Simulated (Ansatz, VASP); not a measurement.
# SnGe2 in VASP and in Ansatz

```
Sn Ge
1.0
     3.84297    0.00000    0.00000
     0.00000    3.84297    0.00000
     0.00000    0.00000    4.92586
Sn Ge
1 2
Direct
  0.50000 0.50000 0.00000
  0.00000 0.50000 0.50000
  0.50000 0.00000 0.50000
```

Alike in both runs: functional PBE; k mesh 12 × 12 × 12; occupations gaussian, width 0.1 eV; no spin polarisation.

Ansatz relaxed the structure, and its values are those at the end. VASP's run is a single point on that final structure, the one shown.

|  | VASP | Ansatz |
| --- | --- | --- |
| version | VASP 6.6.1 | Ansatz 0.2.0 |
| potentials or method | VASP PAW PBE potentials, release 64 (Sn_d, Ge_d), cutoff 520 eV | scalar-relativistic, plane waves, PAW |
| valence electrons in the cell | 42 | 42 |

|  | VASP | Ansatz | Ansatz less VASP |
| --- | --- | --- | --- |
| gap on the k mesh at the Fermi level (eV) | none | none | - |
| pressure (GPa) | 0.0 | 0.0 | -0.06 |

A gap of «none» marks a metal or a gap that the smearing closes. With one functional, cell and mesh, what is left measures potentials, basis and numerics.
